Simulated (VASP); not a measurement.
# BaTiO3 (P1) in VASP: single point with PBE

Aim: the single point of BaTiO3 with PBE.

All numbers are computed with VASP 6.6.1; they aren't measurements. Logs are shortened: lines on timing, memory, paths and dates and some standing lists are left out, and cuts for length are marked.

## (1) The cell of the first run

The typed cell holds 5 atoms: a = 3.985 Å, b = 3.959 Å, c = 4.079 Å, α = 89.82°, β = 90.00°, γ = 92.45°.

## (2) Single point, PBE (equal xy, yz and zx shear strains of -3 %)

INCAR reads:

```
  PREC = Accurate
  ENCUT = 520
  EDIFF = 1E-6
  ISMEAR = -1
  SIGMA = 0.05
  LREAL = F
  LASPH = T
  NELM = 80
  ALGO = Normal
  ISIF = 2
  LWAVE = F
  LCHARG = F
  GGA = PE
  NBANDS = 28
```

KPOINTS reads:

```
Automatic mesh
0
Gamma
  8 8 8
```

POSCAR reads:

```
BaTiO3
1.0
    3.9841000000     -0.0597615000     -0.0597615000
   -0.0852427500      2.7943630000      2.8032442500
   -0.0001312500     -2.8797370000      2.8883557500
Ba Ti O
1 1 3
Direct
    0.0000000000      0.0000000000      0.0000000000
    0.5000000000      0.5079000000      0.5079000000
    0.0000000000      0.4921000000      0.4921000000
    0.5000000000      0.5025100000      0.9937100000
    0.5000000000      0.9937100000      0.5025100000
```

Potentials or basis: VASP PAW PBE potentials, release 64 (Ba_sv, Ti_sv, O).

Command:

```sh
cat potpaw_PBE.64/Ba_sv/POTCAR potpaw_PBE.64/Ti_sv/POTCAR potpaw_PBE.64/O/POTCAR > POTCAR
mpirun -np 1 vasp_std > vasp.out
```

OUTCAR:

```text
PREC = Accurate
   ENCUT = 520
   EDIFF = 1E-6
   ISMEAR = -1
   LREAL = F
   LASPH = T
   NELM = 80
   ISIF = 2
   GGA = PE

 ion  position               nearest neighbor table
   1  0.000  0.000  0.000-   4 2.74   4 2.75   3 2.80   3 2.84   3 2.84   5 2.84   5 2.84   5 2.86
                             5 2.86   4 2.86   4 2.88   3 2.89   2 3.39   2 3.42   2 3.42   2 3.46
   2  0.500  0.508  0.508-   5 1.92   4 1.98   3 1.99   3 2.00   5 2.04   4 2.10   1 3.39   1 3.42
                             1 3.42   1 3.46   1 3.49   1 3.52   1 3.52   1 3.56
   3  0.000  0.492  0.492-   2 1.99   2 2.00   1 2.80   1 2.84   1 2.84   1 2.89
   4  0.500  0.503  0.994-   2 1.98   2 2.10   1 2.74   1 2.75   1 2.86   1 2.88
   5  0.500  0.994  0.503-   2 1.92   2 2.04   1 2.84   1 2.84   1 2.86   1 2.86

  LATTYP: Found a triclinic cell.
 ALAT       =     3.9590288238
 B/A-ratio  =     1.0065590576
 C/A-ratio  =     1.0302178223
 COS(alpha) =     0.0000638623
 COS(beta)  =     0.0030807982
 COS(gamma) =     0.0427298733

  Lattice vectors:

 A1 = (  -0.0852427500,   2.7943630000,   2.8032442500)
 A2 = (  -3.9841000000,   0.0597615000,   0.0597615000)
 A3 = (  -0.0001312500,  -2.8797370000,   2.8883557500)

Analysis of symmetry for initial positions (statically):
=====================================================================
 Subroutine PRICEL returns:
 Original cell was already a primitive cell.

 Routine SETGRP: Setting up the symmetry group for a
 triclinic supercell.

 Subroutine GETGRP returns: Found  1 space group operations
 (whereof  1 operations were pure point group operations)
 out of a pool of  2 trial point group operations.

The static configuration has the point symmetry C_1 .

Analysis of symmetry for dynamics (positions and initial velocities):
=====================================================================
 Subroutine PRICEL returns:
 Original cell was already a primitive cell.

 Routine SETGRP: Setting up the symmetry group for a
 triclinic supercell.

 Subroutine GETGRP returns: Found  1 space group operations
 (whereof  1 operations were pure point group operations)
 out of a pool of  2 trial point group operations.

The dynamic configuration has the point symmetry C_1 .

 Subroutine INISYM returns: Found  1 space group operations
 (whereof  1 operations are pure point group operations),
 and found     1 'primitive' translations

----------------------------------------------------------------------------------------

                                     Primitive cell
[... 99 lines left out ...]
   EDIFFG = 0.1E-04   stopping-criterion for IOM
   NSW    =      0    number of steps for IOM
   IBRION =     -1    ionic relax: 0-MD 1-quasi-New 2-CG
   NFREE  =      0    steps in history (QN), initial steepest desc. (CG)
   ISIF   =      2    stress and relaxation
   ISYM   =      2    0-nonsym 1-usesym 2-fastsym
   POTIM  = 0.5000    time-step for ionic-motion
   TEBEG  =    0.0;   TEEND  =   0.0 temperature during run
   PSTRESS=    0.0 pullay stress
   NELECT =      40.0000    total number of electrons
   NUPDOWN=      -1.0000    fix difference up-down
   EMIN   =  10.00;   EMAX   =-10.00  energy-range for DOS
   EFERMI =   0.00;   METHOD = LEGACY
   ISMEAR =    -1;   SIGMA  =   0.05  broadening in eV -4-tet -1-fermi 0-gaus
   EFERMI_NEDOS =   21; number of points for ismear=-14 and -15
   IALGO  =     38    algorithm
   IMIX   =      4    mixing-type and parameters
     AMIX     =   0.40;   BMIX     =  1.00
     AMIX_MAG =   1.60;   BMIX_MAG =  1.00
  volume/ion in A,a.u.               =      12.86        86.77
  Fermi-wavevector in a.u.,A,eV,Ry     =   1.397600  2.641082 26.576082  1.953287
  Thomas-Fermi vector in A             =   2.520841
   LORBIT       =      0    0 simple, 1 ext, 2 COOP (PROOUT), +10 PAW based schemes
   GGA     = PE    functional components
   LHFCALC =     F    Hartree Fock is set to
   AEXX    =    0.0000 exact exchange contribution
   IVDW    =     0    specifies the selected vdW correction
   LEPSILON=     F    determine dielectric tensor
   LRPA    =     F    only Hartree local field effects (RPA)
 non-spin polarized calculation
  energy-cutoff  :      520.00
  volume of cell :       64.29
 maximum number of plane-waves:      1749
 NGX is ok and might be reduce to    30
   NGX = 15   NGY = 15   NGZ = 15

 number of electron      39.9999994 magnetization

 Free energy of the ion-electron system (eV)
  ---------------------------------------------------
  ext. energy  EPLUGINS =         0.00000000
  ---------------------------------------------------
  free energy    TOTEN  =       -39.90936125 eV

  energy without entropy =      -39.90936125  energy(sigma->0) =      -39.90936125

 E-fermi :   4.7408     XC(G=0): -11.2429

 val. band max:        3.8748540217   @ k =   0.5000   0.5000   0.5000
 cond. band min:       5.5433960361   @ k =   0.0000   0.0000   0.0000
 fundamental gap:      1.6685420144
 Fermi energy:         4.7407904848

 k-point     1 :       0.0000    0.0000    0.0000
  band No.  band energies     occupation
      1     -52.7961      2.00000
      2     -29.0321      2.00000
      3     -29.0099      2.00000
      4     -28.9947      2.00000
      5     -21.0118      2.00000
      6     -13.0922      2.00000
[... 733 lines left out ...]
     27      12.1092      0.00000
     28      12.6415      0.00000

 [... further k-points ...]

------------------------ aborting loop because EDIFF is reached ----------------------------------------

  FORCE on cell =-STRESS in cart. coord.  units (eV):
  Direction    XX          YY          ZZ          XY          YZ          ZX
  --------------------------------------------------------------------------------------
  -------------------------------------------------------------------------------------
  Total        1.8920086      1.6527605      1.3658697      1.5338884      1.1928821      1.5343419
  in kB       47.1518008     41.1893643     34.0395992     38.2268885     29.7284795     38.2381881
  external PRESSURE =      40.7935881 kB  Pullay stress =       0.0000000 kB

 VOLUME and BASIS-vectors are now :
 -----------------------------------------------------------------------------
  energy-cutoff  :      520.00
  volume of cell :       64.29
      direct lattice vectors                 reciprocal lattice vectors
     3.984100000 -0.059761500 -0.059761500     0.251112437  0.003824047  0.003824047
    -0.085242750  2.794363000  2.803244250     0.005361895  0.178996776  0.178462899
    -0.000131250 -2.879737000  2.888355750    -0.000008256 -0.173643136  0.173092748

 POSITION                                       TOTAL-FORCE (eV/Angst)
 -----------------------------------------------------------------------------------
      0.00000      0.00000      0.00000         0.021784     -0.003565      0.089281
      1.94869     -0.07324      2.86088        -0.038692     -0.100055      0.172526
     -0.04201     -0.04201      2.80084        -0.005288     -0.009051      0.095832
      1.94908     -1.48731      4.24897         0.004842      0.050802     -0.231952
      1.90728      1.29981      4.20716         0.017354      0.061869     -0.125687
 -----------------------------------------------------------------------------------
    total drift:                               -0.000053      0.000391      0.000239

  FREE ENERGIE OF THE ION-ELECTRON SYSTEM (eV)
  ---------------------------------------------------
  free  energy   TOTEN  =       -39.9093612481 eV

  energy  without entropy=      -39.9093612463  energy(sigma->0) =      -39.90936125
```

OSZICAR:

```text
N       E                     dE             d eps       ncg     rms          rms(c)
DAV:   1     0.436441213523E+03    0.43644E+03   -0.20928E+04 14568   0.155E+03
DAV:   2    -0.397943566990E+01   -0.44042E+03   -0.41936E+03 16608   0.429E+02
DAV:   3    -0.487083074653E+02   -0.44729E+02   -0.44306E+02 20116   0.134E+02
DAV:   4    -0.508276260319E+02   -0.21193E+01   -0.21145E+01 22088   0.252E+01
DAV:   5    -0.508913288706E+02   -0.63703E-01   -0.63692E-01 19744   0.331E+00    0.230E+01
DAV:   6    -0.401156650271E+02    0.10776E+02   -0.57379E+01 21148   0.665E+01    0.988E+00
DAV:   7    -0.400747274455E+02    0.40938E-01   -0.10166E+01 19580   0.232E+01    0.669E+00
DAV:   8    -0.399002246638E+02    0.17450E+00   -0.65413E-01 17944   0.721E+00    0.341E+00
DAV:   9    -0.399385255209E+02   -0.38301E-01   -0.34303E-01 20872   0.489E+00    0.158E+00
DAV:  10    -0.399127691546E+02    0.25756E-01   -0.16250E-01 17292   0.418E+00    0.512E-01
DAV:  11    -0.399093968213E+02    0.33723E-02   -0.16357E-02 19592   0.820E-01    0.139E-01
DAV:  12    -0.399094196429E+02   -0.22822E-04   -0.11610E-03 18092   0.302E-01    0.666E-02
DAV:  13    -0.399093807679E+02    0.38875E-04   -0.16972E-04 17460   0.135E-01    0.478E-02
DAV:  14    -0.399093605279E+02    0.20240E-04   -0.67629E-05 22056   0.776E-02    0.480E-03
DAV:  15    -0.399093620864E+02   -0.15585E-05   -0.79103E-06 18788   0.213E-02    0.672E-03
DAV:  16    -0.399093612481E+02    0.83827E-06   -0.22779E-06 12004   0.135E-02
   1 F= -.39909361E+02 E0= -.39909361E+02  d E =-.181476E-08
```

Run time: 10 min. Hardware: 1 thread of Intel Xeon 8259CL, shared host; peak memory 0.53 GiB.

Results:

```
Free energy            : -39.9094 eV
Pressure               : 4.1 GPa
Largest force          : 0.237 eV/Å
Band gap on the k mesh : 1.67 eV (least direct gap 1.79 eV)
```

Forces on the atoms (eV/Å):
```
Ba   0.022 -0.004  0.089
Ti  -0.039 -0.100  0.173
O   -0.005 -0.009  0.096
O    0.005  0.051 -0.232
O    0.017  0.062 -0.126
```

Stress tensor (GPa, compression positive):
```
4.72 3.82 3.82
3.82 4.12 2.97
3.82 2.97 3.40
```

Caveat: the cell differs from its parent crystal (equal xy, yz and zx shear strains of -3 %); the cell stands under pressure; spin-orbit coupling is left out, which moves the levels of the heavy elements. A k mesh can miss the band edges.
